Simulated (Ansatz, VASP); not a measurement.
# One calculation of Mo, two programs

```
CELL_PARAMETERS angstrom
-1.56513 1.56513 1.56513
1.56513 -1.56513 1.56513
1.56513 1.56513 -1.56513
ATOMIC_POSITIONS crystal
Mo 0.00000 0.00000 0.00000
```

Alike in both runs: functional PBE; dispersion D3(BJ); k mesh 18 × 18 × 18; occupations gaussian, width 0.1 eV; no spin polarisation.

Ansatz relaxed the structure, and its values are those at the end. VASP's run is a single point on that final structure, the one shown.

|  | VASP | Ansatz |
| --- | --- | --- |
| version | VASP 6.6.1 | Ansatz 0.2.0 |
| potentials or method | VASP PAW PBE potentials, release 64 (Mo_sv), cutoff 500 eV | scalar-relativistic, plane waves, PAW |
| valence electrons in the cell | 14 | 14 |

```tsv
	VASP	Ansatz	Ansatz less VASP
gap on the k mesh at the Fermi level (eV)	none	none	-
pressure (GPa)	0.6	0.0	-0.60
```

A gap of «none» marks a metal or a gap that the smearing closes.
